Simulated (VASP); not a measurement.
# MgO (Cmcm) in VASP: notebook

The runs below take MgO through single point, with PBEsol.

All numbers are computed with VASP 6.6.1; they aren't measurements. Logs are shortened: lines on timing, memory, paths and dates and some standing lists are left out, and cuts for length are marked.

### 1 The cell of the first run

It takes space group Cmcm (No. 63, orthorhombic). Conventional cell: a = 3.535 Å, b = 6.124 Å, c = 4.097 Å, α = 90.00°, β = 90.00°, γ = 90.00°. Mg (site symmetry m2m) has 5 O at 2.03 to 2.06 Å within 2.7 Å. O (site symmetry m2m) has 5 Mg at 2.03 to 2.06 Å within 2.7 Å.

### 2 Single point, PBEsol (mode 5 frozen in at +0.073 Å, strain +e along z and -e/2 along x and y -0.0233)

INCAR reads:

```
PREC = Accurate
ENCUT = 520
EDIFF = 1E-7
ISMEAR = 0
SIGMA = 0.05
LREAL = F
LASPH = T
NELM = 100
ALGO = Normal
ISIF = 2
LWAVE = F
LCHARG = F
GGA = PS
NBANDS = 16
```

KPOINTS reads:

```
regular mesh
0
Gamma
  9 9 6
```

POSCAR reads:

```
MgO
1.0
    3.5354804147      0.0000000000      0.0000000000
   -1.7677402074      3.0618158537      0.0000000000
    0.0000000000      0.0000000000      4.0969764116
Mg O
2 2
Direct
    0.6787596180      0.3575192359      0.7500000000
    0.3212403820      0.6424807641      0.2500000000
    0.6577627629      0.3155255259      0.2500000000
    0.3422372371      0.6844744741      0.7500000000
```

Potentials or basis: VASP PAW PBE potentials, release 64 (Mg, O).

Launch:

```sh
cat potpaw_PBE.64/Mg/POTCAR potpaw_PBE.64/O/POTCAR > POTCAR
mpirun -np 1 vasp_std > vasp.out
```

OUTCAR:

```text
PREC = Accurate
   ENCUT = 520
   EDIFF = 1E-7
   ISMEAR = 0
   LREAL = F
   LASPH = T
   NELM = 100
   ISIF = 2
   GGA = PS

 ion  position               nearest neighbor table
   1  0.679  0.358  0.750-   4 2.03   4 2.03   3 2.05   3 2.05   4 2.06   2 2.84   2 2.84   2 2.84
                             2 2.84   2 3.00   2 3.00
   2  0.321  0.642  0.250-   3 2.03   3 2.03   4 2.05   4 2.05   3 2.06   1 2.84   1 2.84   1 2.84
                             1 2.84   1 3.00   1 3.00
   3  0.658  0.316  0.250-   2 2.03   2 2.03   1 2.05   1 2.05   2 2.06
   4  0.342  0.684  0.750-   1 2.03   1 2.03   2 2.05   2 2.05   1 2.06

  LATTYP: Found a hexagonal cell.
 ALAT       =     3.5354804147
 C/A-ratio  =     1.1588174537

  Lattice vectors:

 A1 = (   3.5354804147,   0.0000000000,   0.0000000000)
 A2 = (  -1.7677402074,   3.0618158537,   0.0000000000)
 A3 = (   0.0000000000,   0.0000000000,   4.0969764116)

Analysis of symmetry for initial positions (statically):
=====================================================================
 Subroutine PRICEL returns:
 Original cell was already a primitive cell.

 Routine SETGRP: Setting up the symmetry group for a
 hexagonal supercell.

 Subroutine GETGRP returns: Found  8 space group operations
 (whereof  4 operations were pure point group operations)
 out of a pool of 24 trial point group operations.

The static configuration has the point symmetry C_2h.
 The point group associated with its full space group is D_2h.

Analysis of symmetry for dynamics (positions and initial velocities):
=====================================================================
 Subroutine PRICEL returns:
 Original cell was already a primitive cell.

 Routine SETGRP: Setting up the symmetry group for a
 hexagonal supercell.

 Subroutine GETGRP returns: Found  8 space group operations
 (whereof  4 operations were pure point group operations)
 out of a pool of 24 trial point group operations.

The dynamic configuration has the point symmetry C_2h.
 The point group associated with its full space group is D_2h.

 Subroutine INISYM returns: Found  8 space group operations
 (whereof  4 operations are pure point group operations),
 and found     1 'primitive' translations

----------------------------------------------------------------------------------------

                                     Primitive cell

  volume of cell :      44.3497

  direct lattice vectors                    reciprocal lattice vectors
     3.535480415  0.000000000  0.000000000     0.282846992  0.163301787  0.000000000
    -1.767740207  3.061815854  0.000000000     0.000000000  0.326603574  0.000000000
     0.000000000  0.000000000  4.096976412     0.000000000  0.000000000  0.244082440

  length of vectors
     3.535480415  3.535480415  4.096976412     0.326603574  0.326603574  0.244082440

  position of ions in fractional coordinates (direct lattice)
     0.678759618  0.357519236  0.750000000
     0.321240382  0.642480764  0.250000000
     0.657762763  0.315525526  0.250000000
     0.342237237  0.684474474  0.750000000

  ion indices of the primitive-cell ions
   primitive index   ion index
                 1           1
                 2           2
                 3           3
                 4           4

----------------------------------------------------------------------------------------

 KPOINTS: regular mesh

Automatic generation of k-mesh.
 Grid dimensions read from file:
 generate k-points for:    9    9    6

 Generating k-lattice:

  Cartesian coordinates                     Fractional coordinates (reciprocal lattice)
     0.031427444  0.018144643  0.000000000     0.111111111 -0.000000000  0.000000000
     0.000000000  0.036289286  0.000000000     0.000000000  0.111111111  0.000000000
     0.000000000  0.000000000  0.040680407     0.000000000  0.000000000  0.166666667

  Length of vectors
     0.036289286  0.036289286  0.040680407

  Shift w.r.t. Gamma in fractional coordinates (k-lattice)
     0.000000000  0.000000000  0.000000000

 Subroutine IBZKPT returns following result:
 ===========================================

 Found    100 irreducible k-points:

 Following reciprocal coordinates:
            Coordinates               Weight
  0.000000  0.000000  0.000000      1.000000
  0.111111 -0.000000  0.000000      4.000000
  0.000000  0.111111  0.000000      2.000000
  0.222222 -0.000000  0.000000      4.000000
  0.000000  0.222222  0.000000      2.000000
  0.333333  0.000000  0.000000      4.000000
[... 16 lines left out ...]
 -0.222222 -0.444444  0.000000      4.000000
  0.444444  0.333333  0.000000      4.000000
 [... further k-points ...]
   k-points           NKPTS =    100   k-points in BZ     NKDIM =    100   number of bands    NBANDS=     16
   number of dos      NEDOS =    301   number of ions     NIONS =      4
   total plane-waves  NPLWV =  23520
   dimension x,y,z NGX =    28 NGY =   28 NGZ =   30
   dimension x,y,z NGXF=    56 NGYF=   56 NGZF=   60
   ions per type =               2   2
   NGX,Y,Z   is equivalent  to a cutoff of  13.17, 13.17, 12.17 a.u.
   NGXF,Y,Z  is equivalent  to a cutoff of  26.33, 26.33, 24.35 a.u.
 SYSTEM =  unknown system
   PREC   = accura    normal or accurate (medium, high low for compatibility)
   ISTART =      0    job   : 0-new  1-cont  2-samecut
   ICHARG =      2    charge: 1-file 2-atom 10-const
   ISPIN  =      1    spin polarized calculation?
   LNONCOLLINEAR =      F non collinear calculations
   LSORBIT =      F    spin-orbit coupling
   LASPH  =      T    aspherical Exc in radial PAW
   ENCUT  =  520.0 eV  38.22 Ry    6.18 a.u.   6.57  6.57  7.62*2*pi/ulx,y,z
   NELM   =    100;   NELMIN=  2; NELMDL= -5     # of ELM steps
   EDIFF  = 0.1E-06   stopping-criterion for ELM
   LREAL  =      F    real-space projection
   EDIFFG = 0.1E-05   stopping-criterion for IOM
   NSW    =      0    number of steps for IOM
   IBRION =     -1    ionic relax: 0-MD 1-quasi-New 2-CG
   NFREE  =      0    steps in history (QN), initial steepest desc. (CG)
   ISIF   =      2    stress and relaxation
   ISYM   =      2    0-nonsym 1-usesym 2-fastsym
   POTIM  = 0.5000    time-step for ionic-motion
   TEBEG  =    0.0;   TEEND  =   0.0 temperature during run
   PSTRESS=    0.0 pullay stress
   NELECT =      16.0000    total number of electrons
   NUPDOWN=      -1.0000    fix difference up-down
   EMIN   =  10.00;   EMAX   =-10.00  energy-range for DOS
   EFERMI =   0.00;   METHOD = LEGACY
   ISMEAR =     0;   SIGMA  =   0.05  broadening in eV -4-tet -1-fermi 0-gaus
   EFERMI_NEDOS =   21; number of points for ismear=-14 and -15
   IALGO  =     38    algorithm
   IMIX   =      4    mixing-type and parameters
     AMIX     =   0.40;   BMIX     =  1.00
     AMIX_MAG =   1.60;   BMIX_MAG =  1.00
  volume/ion in A,a.u.               =      11.09        74.82
  Fermi-wavevector in a.u.,A,eV,Ry     =   1.165425  2.202335 18.479658  1.358217
  Thomas-Fermi vector in A             =   2.301951
   LORBIT       =      0    0 simple, 1 ext, 2 COOP (PROOUT), +10 PAW based schemes
   GGA     = PS    functional components
   LHFCALC =     F    Hartree Fock is set to
   AEXX    =    0.0000 exact exchange contribution
   IVDW    =     0    specifies the selected vdW correction
   LEPSILON=     F    determine dielectric tensor
   LRPA    =     F    only Hartree local field effects (RPA)
 non-spin polarized calculation
 Gauss-broadening in eV      SIGMA  =   0.05
  energy-cutoff  :      520.00
  volume of cell :       44.35
 maximum number of plane-waves:      1228
   NGX = 13   NGY = 13   NGZ = 15

 number of electron      15.9999997 magnetization

 Free energy of the ion-electron system (eV)
  ---------------------------------------------------
  ext. energy  EPLUGINS =         0.00000000
  ---------------------------------------------------
  free energy    TOTEN  =       -24.68308297 eV

  energy without entropy =      -24.68308297  energy(sigma->0) =      -24.68308297

 E-fermi :   2.0586     XC(G=0): -10.2666

 val. band max:        1.7866329228   @ k =   0.0000   0.0000   0.0000
 cond. band min:       5.0632779252   @ k =   0.0000   0.0000   0.0000
 fundamental gap:      3.2766450023
 Fermi energy:         2.0586108302

 k-point     1 :       0.0000    0.0000    0.0000
  band No.  band energies     occupation
      1     -15.0202      2.00000
      2     -13.5523      2.00000
      3      -1.7654      2.00000
      4      -0.0160      2.00000
      5       0.0805      2.00000
      6       0.9217      2.00000
[... 8 lines left out ...]
     15      16.9124      0.00000
     16      17.5646      0.00000

 k-point     2 :       0.1111   -0.0000    0.0000
  band No.  band energies     occupation
      1     -14.9615      2.00000
      2     -13.5658      2.00000
      3      -1.6749      2.00000
      4      -0.1669      2.00000
      5      -0.0601      2.00000
      6       0.6840      2.00000
[... 8 lines left out ...]
     15      16.3869      0.00000
     16      17.1750      0.00000

 k-point     3 :       0.0000    0.1111    0.0000
  band No.  band energies     occupation
      1     -14.9589      2.00000
      2     -13.5704      2.00000
      3      -1.6698      2.00000
      4      -0.1752      2.00000
      5      -0.0369      2.00000
      6       0.8568      2.00000
[... 8 lines left out ...]
     15      16.7912      0.00000
     16      16.9329      0.00000

 k-point     4 :       0.2222   -0.0000    0.0000
  band No.  band energies     occupation
      1     -14.7993      2.00000
      2     -13.6116      2.00000
      3      -1.4168      2.00000
      4      -0.7382      2.00000
      5      -0.2750      2.00000
      6       0.3290      2.00000
[... 8 lines left out ...]
     15      15.5690      0.00000
     16      16.9038      0.00000

 k-point     5 :       0.0000    0.2222    0.0000
  band No.  band energies     occupation
      1     -14.7878      2.00000
      2     -13.6306      2.00000
      3      -1.3933      2.00000
      4      -0.6456      2.00000
      5      -0.2677      2.00000
      6       0.3578      2.00000
[... 8 lines left out ...]
     15      16.0904      0.00000
     16      16.1603      0.00000

 k-point     6 :       0.3333    0.0000    0.0000
  band No.  band energies     occupation
      1     -14.5787      2.00000
      2     -13.6976      2.00000
      3      -1.3753      2.00000
      4      -1.0396      2.00000
      5      -0.4639      2.00000
      6       0.1112      2.00000
[... 8 lines left out ...]
     15      15.5031      0.00000
     16      17.0066      0.00000
[... 267 lines left out ...]
 k-point    21 :      -0.4444    0.2222    0.0000
  band No.  band energies     occupation
      1     -14.4671      2.00000
      2     -13.7476      2.00000
      3      -1.5750      2.00000
      4      -0.8391      2.00000
      5      -0.6084      2.00000
      6       0.1340      2.00000
[... 8 lines left out ...]
     15      16.3868      0.00000
     16      17.0469      0.00000

 k-point    22 :       0.3333    0.2222    0.0000
  band No.  band energies     occupation
      1     -14.2550      2.00000
      2     -13.8984      2.00000
      3      -1.7968      2.00000
      4      -0.5403      2.00000
      5      -0.4153      2.00000
      6      -0.0746      2.00000
[... 8 lines left out ...]
     15      16.3130      0.00000
     16      16.6834      0.00000

 k-point    23 :      -0.2222   -0.4444    0.0000
  band No.  band energies     occupation
      1     -14.2075      2.00000
      2     -13.9526      2.00000
      3      -1.7344      2.00000
      4      -0.5229      2.00000
      5      -0.3130      2.00000
      6      -0.1287      2.00000
[... 8 lines left out ...]
     15      15.9567      0.00000
     16      16.6490      0.00000

 k-point    24 :       0.4444    0.3333    0.0000
  band No.  band energies     occupation
      1     -14.2792      2.00000
      2     -13.8699      2.00000
      3      -1.8297      2.00000
      4      -0.5494      2.00000
      5      -0.4679      2.00000
      6      -0.0590      2.00000
[... 8 lines left out ...]
     15      16.4325      0.00000
     16      16.9649      0.00000

 [... further k-points ...]

------------------------ aborting loop because EDIFF is reached ----------------------------------------

  FORCE on cell =-STRESS in cart. coord.  units (eV):
  Direction    XX          YY          ZZ          XY          YZ          ZX
  --------------------------------------------------------------------------------------
  -------------------------------------------------------------------------------------
  Total       -0.3966823     -0.7782932      1.3324312      0.0000000      0.0000000      0.0000000
  in kB      -14.3305355    -28.1166021     48.1353812      0.0000000      0.0000000      0.0000000
  external PRESSURE =       1.8960812 kB  Pullay stress =       0.0000000 kB

 VOLUME and BASIS-vectors are now :
 -----------------------------------------------------------------------------
  energy-cutoff  :      520.00
  volume of cell :       44.35
      direct lattice vectors                 reciprocal lattice vectors
     3.535480415  0.000000000  0.000000000     0.282846992  0.163301787  0.000000000
    -1.767740207  3.061815854  0.000000000     0.000000000  0.326603574  0.000000000
     0.000000000  0.000000000  4.096976412     0.000000000  0.000000000  0.244082440

 POSITION                                       TOTAL-FORCE (eV/Angst)
 -----------------------------------------------------------------------------------
      1.76774      1.09466      3.07273         0.000000     -0.497524     -0.000000
     -0.00000      1.96716      1.02424        -0.000000      0.497524      0.000000
      1.76774      0.96608      1.02424        -0.000000      0.321843      0.000000
      0.00000      2.09573      3.07273         0.000000     -0.321843     -0.000000
 -----------------------------------------------------------------------------------
    total drift:                               -0.000000      0.000000     -0.000000

  FREE ENERGIE OF THE ION-ELECTRON SYSTEM (eV)
  ---------------------------------------------------
  free  energy   TOTEN  =       -24.6830829740 eV

  energy  without entropy=      -24.6830829740  energy(sigma->0) =      -24.68308297
```

Wall time 26 s (1 thread of Intel Xeon 6975P-C (Granite Rapids), shared host); peak memory 0.2 GiB.

Results:

| Quantity | Value |
| --- | --- |
| Free energy | -24.6831 eV |
| Pressure | 0.2 GPa |
| Largest force | 0.498 eV/Å |
| Band gap on the k mesh | 3.28 eV, direct |

Forces in eV/Å, atoms in the order of the input:
```
Mg   0.000 -0.498  0.000
Mg   0.000  0.498  0.000
O    0.000  0.322  0.000
O    0.000 -0.322  0.000
```

Levels at points of the mesh, in eV from the valence-band top:
| k point | band 6 | band 7 | band 8 | band 9 | band 10 | band 11 |
| --- | --- | --- | --- | --- | --- | --- |
| (0.00, 0.00, 0.00) | -0.86 | -0.60 | 0.00 | 3.28 | 9.44 | 11.89 |
| (0.00, 0.00, 0.50) | -1.29 | -1.23 | -1.23 | 6.35 | 6.35 | 12.46 |

Caveat: the cell differs from its parent crystal (mode 5 frozen in at +0.073 Å, strain +e along z and -e/2 along x and y -0.0233); the PAW data sets were made with another functional, which shifts forces and pressure a little.

(Part 1 of 2 ends here.)
